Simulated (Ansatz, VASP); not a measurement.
One calculation of Mg4O, two programs

The input INCAR:

```
SYSTEM = Mg4O
PREC = Accurate ; ENCUT = 520
EDIFF = 1E-6 ; ISMEAR = 0
SIGMA = 0.1 ; LREAL = .FALSE.
LASPH = .TRUE. ; NELM = 60
ALGO = Normal ; ISIF = 2
LWAVE = .FALSE. ; LCHARG = .FALSE.
LDIPOL = .TRUE. ; IDIPOL = 3
DIPOL = 0.5 0.5 0.326 ; NBANDS = 15
```

The input KPOINTS:

```
regular mesh
0
G
  8 5 1
  0 0 0
```

File POSCAR:

```
Mg4O
1.0
    3.1466128697      0.0000000000      0.0000000000
    0.0000000000      5.0388886589      0.0000000000
    0.0000000000      0.0000000000     20.5846139733
Mg O
4 1
Direct
    0.0000000000      0.7500000000      0.1943198937
    0.5000000000      0.2500000000      0.2384474589
    0.5000000000      0.7500000000      0.3306067122
    0.0000000000      0.2500000000      0.3684603453
    0.3750000000      0.6250000000      0.4962256755
```

Input for Ansatz:

```yaml
crystal:
  lattice:
    - [3.1466128697, 0.0, 0.0]
    - [0.0, 5.0388886589, 0.0]
    - [0.0, 0.0, 20.5846139733]
  atoms:
    - { symbol: Mg, position: [0.0, 0.75, 0.1943198937] }
    - { symbol: Mg, position: [0.5, 0.25, 0.2384474589] }
    - { symbol: Mg, position: [0.5, 0.75, 0.3306067122] }
    - { symbol: Mg, position: [0.0, 0.25, 0.3684603453] }
    - { symbol: O, position: [0.375, 0.625, 0.4962256755] }
basis:
  ecutwfc: 420
kpoints:
  mp_grid: { grid: [8, 5, 1] }
hamiltonian:
  xc: lda
scf:
  occupations: { method: gaussian, width: 0.1 }
output:
  forces: true
  eigenvalues: true
efield:
  axis: 3
  dipole_correction: true
  ramp_width: 0.04
```

Alike in both runs: task single point; functional LDA; k mesh 8 × 5 × 1; occupations gaussian, width 0.1 eV; no spin polarisation.

|  | VASP | Ansatz |
| --- | --- | --- |
| version | VASP 6.6.1 | Ansatz 0.2.0 |
| potentials or method | VASP PAW LDA potentials, release 64 (Mg, O), cutoff 520 eV | scalar-relativistic, plane waves, PAW |
| valence electrons in the cell | 14 | 46 |

|  | VASP | Ansatz | Ansatz less VASP |
| --- | --- | --- | --- |
| gap on the k mesh at the Fermi level (eV) | none | none | - |
| rms of the force components (eV/Å) | 0.517 | 0.514 | -0.0024 |

LDA's correlation is that of Perdew and Zunger in VASP and of Perdew and Wang (1992) in Ansatz. Atom by atom the forces differ by 0.007 eV/Å (rms over components). A gap of «none» marks a metal or a gap that the smearing closes. VASP's potentials hold 14 valence electrons a cell and Ansatz's 46, so a difference there can come from the potentials and not from the codes.
